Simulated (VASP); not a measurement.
# Be16HS16 (a cell with a defect) in VASP: a series of runs, part 2 of 2

VASP 6.6.1.

## Step 3: Single point, PBEsol

INCAR reads:

```
SYSTEM = Be16HS16
PREC = Accurate ; ENCUT = 520
EDIFF = 1E-6 ; ISMEAR = 0
SIGMA = 0.02 ; LREAL = Auto
LASPH = .TRUE. ; NELM = 60
ALGO = Normal ; ISIF = 2
LWAVE = .FALSE. ; LCHARG = .FALSE.
GGA = PS ; NBANDS = 86
NELECT = 128.0
```

KPOINTS reads:

```
Automatic mesh
0
Gamma
  2 2 2
  0.5 0.5 0.5
```

POSCAR reads:

```
Be16HS16
1.0
   -4.8377076239     -4.8377076239      4.8377076239
    4.8377076239     -4.8377076239     -4.8377076239
    4.8377076239      4.8377076239      4.8377076239
Be S H
16 16 1
Direct
    0.0013991131      0.7520871005      0.2534008037
    0.7477791717      0.7455303793      0.4967098442
    0.2491625360      0.5015981098      0.2476798089
   -0.0000875415      0.4994779941      0.4994615607
    0.7477970521      0.4967241071      0.7455178734
    0.4906753745      0.7389702475      0.7389799628
    0.2524723681      0.7461592929      0.0001157573
    0.7448863760      1.0010447874      0.2631809524
    0.5056123045      0.2532231369      0.2532255141
    0.2491204706      0.2476667862      0.5015448821
    0.0014044875      0.2534324303      0.7520579545
    0.7450231143      0.2631586278      0.0010528747
    0.4995117911      0.5026395121     -0.0002610741
    0.4994951510     -0.0002559063      0.5026728957
    0.2524828069      0.0001156540      0.7461479239
    0.0801047790     -0.0041861769     -0.0042648299
    0.2496018970      0.7500211427      0.7500221762
    0.0004655097      0.7438356717     -0.0011113735
    0.5002001336      0.4988841178      0.7490255265
    0.2506424725      0.4994102967     -0.0001899660
    0.0001143103      0.5008159212      0.2504510595
    0.7499038350      0.7506502630      0.2494906873
    0.5002143966      0.7490481612      0.4989127470
    0.0004704708     -0.0010796436      0.7437760360
    0.7499258496      0.2495158025      0.7506436483
    0.4954106751      0.2529266122     -0.0000221179
    0.2530065054      0.2523621920      0.2523358365
    0.0000742087      0.2504477522      0.5007638304
    0.7517545050      0.5001824600      0.5001656132
    0.7156858721      0.0039146640      0.0039642743
    0.4953305752     -0.0000210844      0.2529661970
    0.2506270726     -0.0001748762      0.4994048189
   -0.1004427175      0.0415266931      0.0421723502
```

Potentials or basis: VASP PAW PBE potentials, release 64 (Be, S, H).

Run with:

```bash
cat potpaw_PBE.64/Be/POTCAR potpaw_PBE.64/S/POTCAR potpaw_PBE.64/H/POTCAR > POTCAR
mpirun -np 1 vasp_std > vasp.out
```

OUTCAR:

```text
SYSTEM = Be16HS16
   PREC = Accurate
   ENCUT = 520
   EDIFF = 1E-6
   ISMEAR = 0
   LREAL = Auto
   LASPH = .TRUE.
   NELM = 60
   ISIF = 2
   GGA = PS
   NELECT = 128.0

 ion  position               nearest neighbor table
   1  0.001  0.752  0.253-  32 2.08  22 2.09  21 2.09  18 2.11
   2  0.748  0.746  0.497-  29 2.08  23 2.09  22 2.09  24 2.10
   3  0.249  0.502  0.248-  20 2.08  21 2.09  23 2.09  27 2.11
   4  1.000  0.499  0.499-  29 2.08  28 2.09  21 2.09  17 2.10
   5  0.748  0.497  0.746-  29 2.08  19 2.09  25 2.09  18 2.10
   6  0.491  0.739  0.739-  23 2.07  19 2.07  17 2.08  30 2.13
   7  0.252  0.746  0.000-  20 2.06  31 2.10  17 2.10  18 2.10
   8  0.745  0.001  0.263-  31 2.06  28 2.08  22 2.08  30 2.11
   9  0.506  0.253  0.253-  29 2.07  31 2.09  26 2.09  27 2.11
  10  0.249  0.248  0.502-  32 2.08  28 2.09  19 2.09  27 2.11
  11  0.001  0.253  0.752-  20 2.08  25 2.09  28 2.09  24 2.11
  12  0.745  0.263  0.001-  26 2.06  21 2.08  25 2.08  30 2.11
  13  0.500  0.503  1.000-  20 2.08  26 2.08  22 2.09  19 2.09
  14  0.499  1.000  0.503-  32 2.08  31 2.08  25 2.09  23 2.09
  15  0.252  0.000  0.746-  32 2.06  26 2.10  17 2.10  24 2.10
  16  0.080  0.996  0.996-  24 2.00  18 2.00  27 2.03
  17  0.250  0.750  0.750-   6 2.08   4 2.10   7 2.10  15 2.10
  18  0.000  0.744  0.999-  16 2.00   7 2.10   5 2.10   1 2.11
  19  0.500  0.499  0.749-   6 2.07   5 2.09  13 2.09  10 2.09
  20  0.251  0.499  1.000-   7 2.06   3 2.08  11 2.08  13 2.08
  21  0.000  0.501  0.250-  12 2.08   4 2.09   3 2.09   1 2.09
  22  0.750  0.751  0.249-   8 2.08  13 2.09   2 2.09   1 2.09
[... 8 lines left out ...]
  31  0.495  1.000  0.253-   8 2.06  14 2.08   9 2.09   7 2.10
  32  0.251  1.000  0.499-  15 2.06  10 2.08   1 2.08  14 2.08
  33  0.900  0.042  0.042-  30 1.36

  LATTYP: Found a body centered cubic cell.
 ALAT       =     9.6754152478

  Lattice vectors:

 A1 = (  -4.8377076239,  -4.8377076239,   4.8377076239)
 A2 = (   4.8377076239,  -4.8377076239,  -4.8377076239)
 A3 = (   4.8377076239,   4.8377076239,   4.8377076239)

Analysis of symmetry for initial positions (statically):
=====================================================================
 Subroutine PRICEL returns:
 Original cell was already a primitive cell.

 Routine SETGRP: Setting up the symmetry group for a
 body centered cubic supercell.

 Subroutine GETGRP returns: Found  1 space group operations
 (whereof  1 operations were pure point group operations)
 out of a pool of 48 trial point group operations.

The static configuration has the point symmetry C_1 .

Analysis of symmetry for dynamics (positions and initial velocities):
=====================================================================
 Subroutine PRICEL returns:
 Original cell was already a primitive cell.

 Routine SETGRP: Setting up the symmetry group for a
 body centered cubic supercell.

 Subroutine GETGRP returns: Found  1 space group operations
 (whereof  1 operations were pure point group operations)
 out of a pool of 48 trial point group operations.

The dynamic configuration has the point symmetry C_1 .

 Subroutine INISYM returns: Found  1 space group operations
 (whereof  1 operations are pure point group operations),
 and found     1 'primitive' translations

----------------------------------------------------------------------------------------

[... 114 lines left out ...]
  0.250000  0.250000 -0.250000      2.000000
   k-points           NKPTS =      4   k-points in BZ     NKDIM =      4   number of bands    NBANDS=     86
   number of dos      NEDOS =    301   number of ions     NIONS =     33
   total plane-waves  NPLWV = 262144
   dimension x,y,z NGX =    64 NGY =   64 NGZ =   64
   dimension x,y,z NGXF=   128 NGYF=  128 NGZF=  128
   ions per type =              16  16   1
   NGX,Y,Z   is equivalent  to a cutoff of  12.70, 12.70, 12.70 a.u.
   NGXF,Y,Z  is equivalent  to a cutoff of  25.40, 25.40, 25.40 a.u.
 SYSTEM =  Be16HS16
   PREC   = accura    normal or accurate (medium, high low for compatibility)
   ISTART =      0    job   : 0-new  1-cont  2-samecut
   ICHARG =      2    charge: 1-file 2-atom 10-const
   ISPIN  =      1    spin polarized calculation?
   LNONCOLLINEAR =      F non collinear calculations
   LSORBIT =      F    spin-orbit coupling
   LASPH  =      T    aspherical Exc in radial PAW
   ENCUT  =  520.0 eV  38.22 Ry    6.18 a.u.  15.58 15.58 15.58*2*pi/ulx,y,z
   NELM   =     60;   NELMIN=  2; NELMDL= -5     # of ELM steps
   EDIFF  = 0.1E-05   stopping-criterion for ELM
   LREAL  =      T    real-space projection
   EDIFFG = 0.1E-04   stopping-criterion for IOM
   NSW    =      0    number of steps for IOM
   IBRION =     -1    ionic relax: 0-MD 1-quasi-New 2-CG
   NFREE  =      0    steps in history (QN), initial steepest desc. (CG)
   ISIF   =      2    stress and relaxation
   ISYM   =      2    0-nonsym 1-usesym 2-fastsym
   POTIM  = 0.5000    time-step for ionic-motion
   TEBEG  =    0.0;   TEEND  =   0.0 temperature during run
   PSTRESS=    0.0 pullay stress
   NELECT =     128.0000    total number of electrons
   NUPDOWN=      -1.0000    fix difference up-down
   EMIN   =  10.00;   EMAX   =-10.00  energy-range for DOS
   EFERMI =   0.00;   METHOD = LEGACY
   ISMEAR =     0;   SIGMA  =   0.02  broadening in eV -4-tet -1-fermi 0-gaus
   EFERMI_NEDOS =   21; number of points for ismear=-14 and -15
   IALGO  =     38    algorithm
   IMIX   =      4    mixing-type and parameters
     AMIX     =   0.40;   BMIX     =  1.00
     AMIX_MAG =   1.60;   BMIX_MAG =  1.00
  volume/ion in A,a.u.               =      13.72        92.61
  Fermi-wavevector in a.u.,A,eV,Ry     =   1.074365  2.030256 15.704664  1.154260
  Thomas-Fermi vector in A             =   2.210191
   LORBIT       =      0    0 simple, 1 ext, 2 COOP (PROOUT), +10 PAW based schemes
   GGA     = PS    functional components
   LHFCALC =     F    Hartree Fock is set to
   AEXX    =    0.0000 exact exchange contribution
   IVDW    =     0    specifies the selected vdW correction
   LEPSILON=     F    determine dielectric tensor
   LRPA    =     F    only Hartree local field effects (RPA)
 non-spin polarized calculation
 Gauss-broadening in eV      SIGMA  =   0.02
  energy-cutoff  :      520.00
  volume of cell :      452.88
 maximum number of plane-waves:     12232
 NGX is ok and might be reduce to    64
   NGX = 31   NGY = 31   NGZ = 31

 number of electron     127.9999986 magnetization

 Free energy of the ion-electron system (eV)
  ---------------------------------------------------
  ext. energy  EPLUGINS =         0.00000000
  ---------------------------------------------------
  free energy    TOTEN  =      -176.39584036 eV

  energy without entropy =     -176.39584036  energy(sigma->0) =     -176.39584036

 E-fermi :   3.8126     XC(G=0):  -9.9202

 val. band max:        3.6940214301   @ k =   0.2500   0.2500   0.2500
 cond. band min:       7.1408369948   @ k =  -0.2500   0.2500   0.2500
 fundamental gap:      3.4468155647
 Fermi energy:         3.8125739532

 k-point     1 :       0.2500    0.2500    0.2500
  band No.  band energies     occupation
      1      -9.5473      2.00000
      2      -8.9044      2.00000
      3      -8.8160      2.00000
      4      -8.8148      2.00000
      5      -8.2499      2.00000
      6      -7.7919      2.00000
[... 305 lines left out ...]
     75       9.9157      0.00000
     76       9.9754      0.00000
 [bands above 76 left out]

------------------------ aborting loop because EDIFF is reached ----------------------------------------

  FORCE on cell =-STRESS in cart. coord.  units (eV):
  Direction    XX          YY          ZZ          XY          YZ          ZX
  --------------------------------------------------------------------------------------
  -------------------------------------------------------------------------------------
  Total       -3.7486418     -4.9356770     -4.9512615      1.6954775     -0.5782619     -1.6814315
  in kB      -13.2618979    -17.4613761    -17.5165110      5.9982392     -2.0457678     -5.9485473
  external PRESSURE =     -16.0799283 kB  Pullay stress =       0.0000000 kB

 VOLUME and BASIS-vectors are now :
 -----------------------------------------------------------------------------
  energy-cutoff  :      520.00
  volume of cell :      452.88
      direct lattice vectors                 reciprocal lattice vectors
    -4.837707624 -4.837707624  4.837707624     0.000000000 -0.103354737  0.103354737
     4.837707624 -4.837707624 -4.837707624     0.103354737 -0.103354737  0.000000000
     4.837707624  4.837707624  4.837707624     0.103354737  0.000000000  0.103354737

 POSITION                                       TOTAL-FORCE (eV/Angst)
 -----------------------------------------------------------------------------------
      4.85749     -2.41927     -2.40573         0.000469      0.001611      0.000848
      2.39206     -4.82126      2.41382        -0.001634      0.000891     -0.000558
      2.41941     -2.43376     -0.02301         0.000796      0.000606     -0.001912
     -0.00471     -4.83736      4.83720         0.001039     -0.002188      0.001902
      2.39198     -2.41403      4.82122        -0.000754      0.001132     -0.001996
      4.77615     -2.37370      2.37379        -0.002715      0.004115     -0.002585
[... 25 lines left out ...]
      6.04038     -3.63335     -1.20843        -0.002578     -0.001754     -0.001806
     -3.94688     -4.34867      4.35492         0.024484      0.034656     -0.036287
 -----------------------------------------------------------------------------------
    total drift:                                0.006209      0.000305      0.000867

  FREE ENERGIE OF THE ION-ELECTRON SYSTEM (eV)
  ---------------------------------------------------
  free  energy   TOTEN  =      -176.3958403646 eV

  energy  without entropy=     -176.3958403646  energy(sigma->0) =     -176.39584036
```

Run time: 6 min. Hardware: 1 thread of Intel Xeon Platinum 8488C (Sapphire Rapids), shared host; peak memory 0.59 GiB.

What came out:

- Free energy: -176.3958 eV
- Largest force: 0.068 eV/Å

Forces in eV/Å, atoms in the order of the input:
```
Be   0.000  0.002  0.001
Be  -0.002  0.001 -0.001
Be   0.001  0.001 -0.002
Be   0.001 -0.002  0.002
Be  -0.001  0.001 -0.002
Be  -0.003  0.004 -0.003
Be   0.000 -0.007 -0.003
Be   0.003  0.002  0.006
Be  -0.004  0.001 -0.001
Be   0.001  0.001  0.001
Be   0.000 -0.001 -0.001
Be   0.004 -0.006 -0.002
Be  -0.001  0.000  0.001
Be   0.000 -0.001 -0.001
Be   0.000  0.003  0.006
Be  -0.004 -0.003  0.004
S    0.004  0.003 -0.004
S    0.003  0.006 -0.004
S   -0.003 -0.002  0.001
S   -0.002  0.002  0.002
S    0.002  0.000 -0.001
S   -0.001 -0.004 -0.004
S   -0.003 -0.002  0.002
S    0.003  0.004 -0.006
S   -0.001  0.004  0.004
S    0.001 -0.001 -0.003
S    0.006  0.001 -0.001
S    0.003  0.001  0.000
S    0.000 -0.001  0.001
S   -0.031 -0.042  0.043
S    0.001  0.002  0.001
S   -0.003 -0.002 -0.002
H    0.024  0.035 -0.036
```

Levels at points of the mesh, in eV from the Fermi level:
```tsv
k point	band 60	band 61	band 62	band 63	band 64	band 65	band 66	band 67	band 68	band 69
(0.25, 0.25, 0.25)	-0.19	-0.17	-0.13	-0.12	-0.12	3.38	4.63	4.88	4.91	4.95
```

Caveat: the cell carries a net charge on a neutralising background, which shifts energy and pressure; the cell is charged against a uniform background, so pressure and absolute levels hang on convention; the PAW data sets were made with another functional, which shifts forces and pressure a little.
